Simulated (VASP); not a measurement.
## Ge: single point with PBE+D3(BJ)

The system is Ge, a slab with vacuum.

```xyz
2
Lattice="4.0300 0.0000 0.0000 -2.0150 3.4901 0.0000 0.0000 0.0000 28.0000" Properties=species:S:1:pos:R:3 pbc="T T T"
Ge    0.0000    2.3267   14.1465
Ge    2.0150    1.1634   13.8535
```

```
Program             : VASP 6.6.1
Task                : single point
Functional          : PBE
Dispersion          : D3(BJ)
Potentials or basis : VASP PAW PBE potentials, release 64 (Ge_d)
Cutoff              : 520 eV
k mesh              : 12 × 12 × 1
Occupations         : gaussian, width 0.1 eV
Spin                : no spin polarisation
```

```
Largest force              : 0.590 eV/Å
Band gap on the k mesh     : zero (bands 14 and 15 overlap by 0.68 eV)
Dispersion energy per atom : -0.154 eV
```

Forces on the atoms (eV/Å):
```
Ge   0.000  0.000  0.590
Ge   0.000  0.000 -0.590
```

Levels at points of the mesh, in eV from the Fermi level:
| k point | band 12 | band 13 | band 14 | band 15 | band 16 | band 17 |
| --- | --- | --- | --- | --- | --- | --- |
| (0.00, 0.00, 0.00) | -3.15 | -1.40 | -1.40 | -0.63 | 2.94 | 3.37 |
| (0.50, 0.00, 0.00) | -8.16 | -2.96 | -1.02 | 0.71 | 0.85 | 5.85 |

Wall time 4.7 min on 1 thread of Intel(R) Xeon(R) 6975P-C (Granite Rapids) (shared host), peak memory 0.51 GiB.
